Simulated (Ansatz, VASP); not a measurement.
Cu: VASP beside Ansatz

```xyz
2
Lattice="2.9216 0.0000 0.0000 0.0000 2.9216 0.0000 0.0000 0.0000 2.7315" Properties=species:S:1:pos:R:3 pbc="T T T"
Cu    0.0000    0.0000    0.0000
Cu    1.4608    1.4608    1.3658
```

Change from the starting cell: equal strain along all axes, cell held, atoms relaxed: -1.0 %.

Alike in both runs: task single point; functional PBE; k mesh 14 × 14 × 16; occupations gaussian, width 0.1 eV; no spin polarisation.

```csv
,VASP,Ansatz
version,VASP 6.6.1,Ansatz 0.2.0
potentials or method,"VASP PAW PBE potentials, release 64 (Cu), cutoff 520 eV","scalar-relativistic, plane waves, PAW"
valence electrons in the cell,22,38
```

|  | VASP | Ansatz | Ansatz less VASP |
| --- | --- | --- | --- |
| gap on the k mesh at the Fermi level (eV) | none | none | - |
| pressure (GPa) | 5.9 | 4.4 | -1.42 |
| traceless stress, the component that is largest in VASP (GPa) | 0.23 | 0.19 | -0.048 |

A gap of «none» marks a metal or a gap that the smearing closes. The functional is the same, so the differences come from potentials, cutoffs and numerics. VASP's potentials hold 22 valence electrons a cell and Ansatz's 38, so a difference there can come from the potentials and not from the codes.
